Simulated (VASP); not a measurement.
PbS:

```
Pb S
1.0
     3.65366    0.00000    0.00000
     0.00000    3.65366    0.00000
     0.00000    0.00000    3.65366
Pb S
1 1
Direct
  0.00000 0.00000 0.00000
  0.50000 0.50000 0.50000
```

Base run:

```yaml
Program: VASP 6.6.1
Functional: PBE
Potentials_or_basis: VASP PAW PBE potentials, release 64 (Pb_d, S)
Cutoff: 520 eV
k_mesh: 10 × 10 × 10
Occupations: fermi-dirac, width 0.05 eV
Spin: no spin polarisation
```

Its results: band gap on the k mesh zero (bands 10 and 11 overlap by 0.41 eV); pressure -0.1 GPa.

Task: The run is repeated on the same cell with these changes: k mesh from 10 × 10 × 10 to 7 × 7 × 7; occupations from fermi-dirac, width 0.05 eV to gaussian, width 0.011 eV. What comes out?

Result: Band gap on the k mesh 0.10 eV (least direct gap 1.42 eV); pressure 0.2 GPa.

Caveats: spin-orbit coupling is left out, which moves the levels of the heavy elements; semilocal functionals underestimate gaps, so a narrow gap can read as zero (at least some runs); an odd mesh through Γ misses points on the zone boundary, where band edges can lie (at least some runs).
